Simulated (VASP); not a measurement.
CdS:

```
CELL_PARAMETERS angstrom
0.00000 2.75324 2.75324
2.75324 0.00000 2.75324
2.75324 2.75324 0.00000
ATOMIC_POSITIONS crystal
Cd 0.00000 0.00000 0.00000
S 0.50000 0.50000 0.50000
```

```yaml
Program: VASP 6.6.1
Task: relaxation of cell and atoms
Functional: RPBE
Potentials_or_basis: VASP PAW PBE potentials, release 64 (Cd, S)
Cutoff: 600 eV
k_mesh: 8 × 8 × 8
Occupations: fermi-dirac, width 0.05 eV
Spin: no spin polarisation
```

At the start: pressure 2.4 GPa; volume 20.87 Å³/atom.

Question: How do energy, volume and symmetry change on relaxing?

Answer: Over 3 steps the energy falls by 5.5 meV/atom and the volume is 21.62 Å³/atom (+3.6 %); space group Fm-3m (No. 225, to 0.05 Å).

Step by step:
| step | energy change (eV) | largest force (eV/Å) | pressure (GPa) | volume (Å³) |
| --- | --- | --- | --- | --- |
| 1 | 0.0000 | 0.0000 | 2.45 | 41.74 |
| 2 | -0.0102 | 0.0000 | -0.65 | 43.70 |
| 3 | -0.0111 | 0.0000 | 0.01 | 43.24 |

Final structure:
```cif
data_structure
_symmetry_space_group_name_H-M 'P 1'
_symmetry_Int_Tables_number 1
_cell_length_a 3.9398
_cell_length_b 3.9398
_cell_length_c 3.9398
_cell_angle_alpha 60.000
_cell_angle_beta 60.000
_cell_angle_gamma 60.000
_cell_volume 43.24
loop_
_atom_site_label
_atom_site_type_symbol
_atom_site_fract_x
_atom_site_fract_y
_atom_site_fract_z
_atom_site_occupancy
Cd1 Cd 0.00000 0.00000 0.00000 1
S1 S 0.50000 0.50000 0.50000 1
```

Caveat: the PAW data sets were made with another functional, which shifts forces and pressure a little.
